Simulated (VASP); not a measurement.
Set up this calculation in VASP 6.6.1, as the native input.

- Task: single point
- Functional: PBE
- Potentials or basis: VASP PAW PBE potentials, release 64 (Ga_d, P)
- Cutoff: 520 eV
- k mesh: 8 × 8 × 8
- Occupations: gaussian, width 0.05 eV
- Spin: no spin polarisation
- Dipole correction: no
- Further INCAR settings: ALGO = Normal; EDIFF = 1e-06; NBANDS = 16

The structure of GaP lies in POSCAR:

```
GaP
1.0
    0.0000000000      2.5072300000      2.7252500000
    2.5072300000      0.0000000000      2.7252500000
    2.5072300000      2.5072300000      0.0000000000
Ga P
1 1
Direct
    0.0000000000      0.0000000000      0.0000000000
    0.7500000000      0.7500000000      0.7500000000
```

This cell differs from its parent crystal: strain -0.080 along x and y, +0.000 along z.

One way to write it, as run:

INCAR

```
ALGO = Normal
EDIFF = 1E-6
ENCUT = 520
GGA = PE
ISIF = 2
ISMEAR = 0
LASPH = True
LCHARG = True
LELF = True
LREAL = False
LVHAR = True
LWAVE = False
NBANDS = 16
NELM = 80
PREC = Accurate
SIGMA = 0.05
```

KPOINTS

```
k-points
0
Gamma
  8 8 8
```

Potentials or basis: VASP PAW PBE potentials, release 64 (Ga_d, P).

Command:

```bash
$ cat potpaw_PBE.64/Ga_d/POTCAR potpaw_PBE.64/P/POTCAR > POTCAR
$ mpirun -np 1 vasp_std > vasp.out
```

Results of the run:

The pressure is 22.9 GPa. The band gap on the k mesh is 0.84 eV, indirect (least direct gap 2.87 eV).

Caveat: the cell differs from its parent crystal (strain -0.080 along x and y, +0.000 along z).

Wall time 22 s on 1 thread of AMD EPYC 7R13 Processor (Zen 3), with other jobs on the host, peak memory 0.14 GiB.
